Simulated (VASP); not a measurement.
A run of VASP 6.6.1 is set up as follows.

The input INCAR:

```
  PREC = Accurate
  ENCUT = 520
  EDIFF = 1E-6
  ISMEAR = -1
  SIGMA = 0.05
  LREAL = Auto
  LASPH = T
  NELM = 120
  ALGO = Normal
  ISIF = 2
  LWAVE = F
  LCHARG = T
  GGA = PE
  LELF = T
  LVHAR = T
  NBANDS = 82
  GGA_COMPAT = F
```

File KPOINTS:

```
regular mesh
0
Gamma
  1 1 1
```

File POSCAR:

```
H3CCl
1.0
    9.0287150000      0.0000000000      0.0000000000
    0.0000000000      9.0287150000      0.0000000000
    0.0000000000      0.0000000000      9.0287150000
C Cl H
8 8 24
Direct
    0.3775288067      0.4365848296      0.3869099866
    1.0651903399      0.6866536379      0.6211293634
    0.0518235430      0.2592838516      0.6735288466
    0.6641255151      0.4847533675      0.7928038486
    0.3417097560      0.9123889723      1.0048273758
    0.8816204742      0.2861426017      0.2806047151
    0.6185597840      0.9945047551      0.4627790333
    0.8259757895      0.8445941643      0.0446907450
    0.5620954920      0.4717171823      0.3400705416
    0.9588075379      0.6487523418      0.4606524849
    0.1704118471      0.1143241314      0.6052134772
    0.5589942755      0.4996502825      0.9574562936
    0.2767503460      0.8477839870      1.1827707487
    1.0245422521      0.3495624793      0.1653612945
    0.6348190191      0.9083020120      0.6336671387
    0.8642979649      1.0389850604     -0.0003211974
    0.3393616921      0.3299362091      0.3403252844
    0.3705621453      0.4111327027      0.5102276459
    0.3093241951      0.5338522702      0.3566398984
    1.1130266046      0.8022071801      0.6247289897
    1.0056580588      0.6518867857      0.7197701999
    1.1622805682      0.6164775386      0.6293032840
    0.1157418304      0.3165455992      0.7524658825
    0.0242116403      0.3393616921      0.5810350642
   -0.0525877713      0.2149807586      0.7165139225
    0.7087165782      0.3727994515      0.7763120223
    0.6057340386      0.5217132228      0.6941519363
    0.7569404949      0.5666587106      0.8057292760
    0.3951725135      1.0215407176      1.0244868733
    0.4233935837      0.8434644354      0.9385499487
    0.2455166654      0.9333221837      0.9311956353
    0.8825176119      0.1590259522      0.2817455197
    0.8797486686      0.3320516818      0.3923814186
    0.7783721161      0.3101548781      0.2148589251
    0.5343839073      0.9476320827      0.3842850284
    0.5924320349      1.1150756226      0.4803452097
    0.7202796854      0.9751443035      0.4060267713
    0.7184411071      0.8185439456     -0.0026914129
    0.9121342295      0.7689909361      0.0063464181
    0.8208698580      0.8465102731      0.1723501074
```

Potentials or basis: VASP PAW PBE potentials, release 64 (C, Cl, H).

The run is started by

```sh
$ cat potpaw_PBE.64/C/POTCAR potpaw_PBE.64/Cl/POTCAR potpaw_PBE.64/H/POTCAR > POTCAR
$ mpirun -np 1 vasp_gam > vasp.out
```

(1) What does it give for the pressure?

(2) Estimate the band gap on the k mesh.

(3) Estimate the largest force.

## Answers

(1) -0.6 GPa.

(2) 5.26 eV.

(3) 2.833 eV/Å.

Caveat: the k points lie up to 0.70 Å⁻¹ apart; the atoms stand as in a frame of molecular dynamics.
